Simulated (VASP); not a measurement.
Crystal: Cu.

```
CELL_PARAMETERS angstrom
0.00000 1.78872 1.78872
1.78872 0.00000 1.78872
1.78872 1.78872 0.00000
ATOMIC_POSITIONS crystal
Cu 0.00000 0.00000 0.00000
```

| Quantity | Value |
| --- | --- |
| Program | VASP 6.6.1 |
| Task | relaxation of cell and atoms |
| Functional | PBE |
| Potentials or basis | VASP PAW PBE potentials, release 64 (Cu) |
| Cutoff | 600 eV |
| k mesh | 20 × 20 × 20 |
| Occupations | gaussian, width 0.1 eV |
| Spin | no spin polarisation |

At the start: pressure 8.0 GPa; volume 11.45 Å³/atom.

Q: Where does the relaxation end?

A: Over 30 steps the energy falls by 12.4 meV/atom and the volume is 12.03 Å³/atom (+5.1 %); space group Fm-3m (No. 225, to 0.05 Å).

The path:
```csv
step,energy change (eV),largest force (eV/Å),pressure (GPa),volume (Å³)
1,0.0000,0.0000,7.98,11.45
2,-0.0068,0.0000,-3.61,12.42
3,-0.0124,0.0000,1.42,11.99
4,-0.0121,0.0000,-1.30,12.10
5,-0.0123,0.0000,-0.33,12.05
6,-0.0124,0.0000,0.16,12.03
7,-0.0124,0.0000,-0.79,12.03
8,-0.0124,0.0000,0.10,12.03
9,-0.0124,0.0000,-0.25,12.03
10,-0.0124,0.0000,-0.25,12.03
11,-0.0124,0.0000,-0.25,12.03
12,-0.0124,0.0000,-0.25,12.03
13,-0.0124,0.0000,-0.25,12.03
14,-0.0124,0.0000,-0.26,12.03
15,-0.0124,0.0000,-0.26,12.03
16,-0.0124,0.0000,-0.26,12.03
17,-0.0124,0.0000,-0.26,12.03
18,-0.0124,0.0000,-0.26,12.03
19,-0.0124,0.0000,-0.26,12.03
20,-0.0124,0.0000,-0.26,12.03
21,-0.0124,0.0000,-0.26,12.03
22,-0.0124,0.0000,-0.26,12.03
23,-0.0124,0.0000,-0.26,12.03
24,-0.0124,0.0000,-0.26,12.03
25,-0.0124,0.0000,-0.25,12.03
26,-0.0124,0.0000,-0.25,12.03
27,-0.0124,0.0000,-0.25,12.03
28,-0.0124,0.0000,-0.20,12.03
29,-0.0124,0.0000,-0.13,12.03
30,-0.0124,0.0000,-0.01,12.03
```

Final structure:
```xyz
1
Lattice="0.0000 1.8187 1.8187 1.8187 0.0000 1.8187 1.8187 1.8187 0.0000" Properties=species:S:1:pos:R:3 pbc="T T T"
Cu    0.0000    0.0000    0.0000
```
